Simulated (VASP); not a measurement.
A run of VASP 6.6.1:

The input INCAR:

```
ALGO = Normal ; EDIFF = 1E-7
ENCUT = 520 ; GGA = PE
ISIF = 2 ; ISMEAR = 0
IVDW = 12 ; LASPH = True
LCHARG = False ; LREAL = False
LWAVE = False ; NBANDS = 18
NELM = 100 ; PREC = Accurate
SIGMA = 0.15
```

The input KPOINTS:

```
k-points
0
Gamma
  12 12 8
```

Contents of POSCAR:

```
PtSe2
1.0
    3.7224757418      0.0000000000      0.0000000000
   -1.8612378709      3.2237585574      0.0000000000
    0.0000000000      0.0000000000      4.9497759939
Pt Se
1 2
Direct
    0.0000000000      0.0000000000      0.0000000000
    0.3333333333      0.6666666667      0.2026831210
    0.6666666667      0.3333333333      0.7973168790
```

Potentials or basis: VASP PAW PBE potentials, release 64 (Pt, Se).

The run is started by

```bash
$ cat potpaw_PBE.64/Pt/POTCAR potpaw_PBE.64/Se/POTCAR > POTCAR
$ mpirun -np 1 vasp_std > vasp.out
```

Hardware: 1 thread of Intel(R) Xeon(R) 6975P-C (Granite Rapids), on a shared host.

Question: Estimate the wall time of this run.

Answer: Run time: 46 s on 1 thread of Intel(R) Xeon(R) 6975P-C (Granite Rapids), with other jobs on the host, peak memory 0.29 GiB. Counts: scf iterations 14, k points 131.
